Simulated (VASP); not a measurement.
Input of a VASP 6.6.1 run:

POSCAR

```
AlFe
1.0
    2.8440813588      0.0000000000      0.0000000000
    0.0000000000      2.8440813588      0.0000000000
    0.0000000000      0.0000000000      2.8440813588
Fe Al
1 1
Direct
    0.5000000000      0.5000000000      0.5000000000
    0.0000000000      0.0000000000      0.0000000000
```

File INCAR.step1:

```
PREC = Accurate
ENCUT = 520
EDIFF = 1E-5
ISMEAR = -1
SIGMA = 0.05
LREAL = False
LASPH = True
NELM = 150
ALGO = Normal
ISIF = 2
LWAVE = True
LCHARG = False
ISPIN = 2
MAGMOM = 3 0
LORBIT = 11
LMAXMIX = 4
GGA = PE
NBANDS = 16
```

File INCAR.step2:

```
PREC = Accurate
ENCUT = 520
EDIFF = 1E-6
ISMEAR = -1
SIGMA = 0.05
LREAL = False
LASPH = True
NELM = 150
ALGO = Normal
ISIF = 2
LWAVE = False
LCHARG = False
ISPIN = 2
MAGMOM = 3 0
LORBIT = 11
LMAXMIX = 4
GGA = PE
LHFCALC = True
AEXX = 0.25
HFSCREEN = 0.3
PRECFOCK = Normal
ISTART = 1
NBANDS = 16
```

File KPOINTS:

```
regular mesh
0
Gamma
  5 5 5
```

Potentials or basis: VASP PAW PBE potentials, release 64 (Fe, Al).

The run is started by

```sh
$ cat potpaw_PBE.64/Fe/POTCAR potpaw_PBE.64/Al/POTCAR > POTCAR
$ cp INCAR.step1 INCAR
$ mpirun -np 1 vasp_std > vasp.out
$ cp INCAR.step2 INCAR
$ mpirun -np 1 vasp_std > vasp.out
```

Q: What does it give for the net moment?

A: 0.87 μB per cell.

Q: What does it give for the site moments?

A: Fe +1.04; Al -0.07 μB.

Q: Estimate the pressure.

A: 0.3 GPa.

Caveat: the k points lie up to 0.44 Å⁻¹ apart; the PAW data sets were made with another functional, which shifts forces and pressure a little.
